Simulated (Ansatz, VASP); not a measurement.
One calculation of Te, two programs

Contents of INCAR:

```
SYSTEM = Te
  PREC = Accurate
  ENCUT = 500
  EDIFF = 1E-6
  ISMEAR = 1
  SIGMA = 0.1
  LREAL = .FALSE.
  LASPH = .TRUE.
  NELM = 200
  ALGO = Normal
  ISIF = 2
  LWAVE = .FALSE.
  LCHARG = .TRUE.
  LNONCOLLINEAR = .TRUE.
  MAGMOM = 0 0 0
  LORBIT = 11
  LSORBIT = .TRUE.
  GGA_COMPAT = .FALSE.
  LORBMOM = .TRUE.
  GGA = B5
  ALDAX = 1.0
  AGGAX = 1.0
  AGGAC = 1.0
  ALDAC = 0.0
  LVHAR = .TRUE.
  NBANDS = 17
```

KPOINTS

```
regular mesh
0
G
  9 9 9
  0 0 0
```

File POSCAR:

```
Te
1.0
    2.3059043450      1.3313144943      1.6909537033
   -2.3059043450      1.3313144943      1.6909537033
    0.0000000000     -2.6626289886      1.6909537033
Te
1
Direct
    0.5000000000      0.5000000000      0.5000000000
```

input.yaml

```yaml
crystal:
  lattice: { a: 4.61180869, b: 4.61180869, c: 5.07286111, alpha: 90.0, beta: 90.0, gamma: 120.0 }
  space_group: 166
  reduce_to_primitive: true
  atoms:
    - { symbol: Te, wyckoff: "3b", position: [0.0, 0.0, 0.5] }
hamiltonian:
  xc: blyp
  pseudopotentials: { kind: paw_fr }
magnetization:
  noncollinear: true
  spin_orbit: true
kpoints:
  mp_grid: { grid: [9, 9, 9] }
scf:
  occupations: { method: methfessel_paxton, width: 0.1 }
output:
  forces: true
  stress: true
  eigenvalues: true
  bader: true
  populations: true
```

Alike in both runs: functional BLYP; k mesh 9 × 9 × 9; occupations methfessel-paxton of order 1, width 0.1 eV; non-collinear spin, spin-orbit coupling.

|  | VASP | Ansatz |
| --- | --- | --- |
| version | VASP 6.6.1 | Ansatz 0.2.0 |
| potentials or method | VASP PAW PBE potentials, release 64 (Te) | Ansatz PAW |
| plane-wave cutoff (eV) | 500 | 420 |
| valence electrons in the cell | 6 | 16 |
| task | single point | atomic charges |

Ansatz gave:

* pressure (GPa): 7.5
* traceless stress, the component that is largest in VASP (GPa): 0.05

Problem. Which values does VASP return?

Solution. Pressure (GPa): 7.7; traceless stress, the component that is largest in VASP (GPa): 0.00.

VASP's potentials were made for PBE, not for BLYP. The functional is the same, so the differences come from potentials, cutoffs and numerics. VASP's potentials hold 6 valence electrons a cell and Ansatz's 16, so a difference there can come from the potentials and not from the codes.
